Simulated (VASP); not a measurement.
Input of a VASP 6.6.1 run:

Contents of INCAR:

```
SYSTEM = SiC
PREC     = Accurate       ! precision mode
ENCUT    = 600            ! plane-wave cutoff, eV
EDIFF    = 1E-7           ! SCF threshold, eV
ISMEAR   = 0              ! smearing method
SIGMA    = 0.01           ! smearing width, eV
LREAL    = .False.        ! projectors in reciprocal space
LASPH    = .True.         ! aspherical terms in the spheres
NELM     = 100            ! most SCF steps
ALGO     = Normal         ! electronic algorithm
ISIF     = 3              ! what is computed and relaxed
LWAVE    = .False.        ! write WAVECAR
LCHARG   = .False.        ! write CHGCAR
IBRION   = 2              ! ionic algorithm
NSW      = 100            ! ionic steps
EDIFFG   = -0.002         ! ionic threshold
PSTRESS  = 70.0
```

File KPOINTS:

```
Automatic mesh
0
Gamma
  8 8 6
  0 0 0
```

POSCAR

```
SiC
1.0
    3.0563647925      0.0000000000      0.0000000000
   -1.5281823962      2.6468895535      0.0000000000
    0.0000000000      0.0000000000      5.0159020124
Si C
2 2
Direct
    0.3333333333      0.6666666667      0.0045955262
    0.6666666667      0.3333333333      0.5045955262
    0.3333333333      0.6666666667      0.3804044738
    0.6666666667      0.3333333333      0.8804044738
```

Potentials or basis: VASP PAW LDA potentials, release 64 (Si, C).

Command:

```bash
$ cat potpaw_LDA.64/Si/POTCAR potpaw_LDA.64/C/POTCAR > POTCAR
$ mpirun -np 1 vasp_std > vasp.out
```

(1) Predict the space group after relaxing (to 0.05 Å).

(2) Predict the band gap on the k mesh.

(3) What does it give for the relaxed cell?

Answers

(1) P6_3mc (No. 186).

(2) 2.34 eV, indirect (least direct gap 3.96 eV).

(3) a = 3.028 Å, b = 3.028 Å, c = 4.969 Å, α = 90.00°, β = 90.00°, γ = 120.00°.

Caveat: the cell is relaxed towards a set pressure, so the enthalpy falls and the energy may rise.
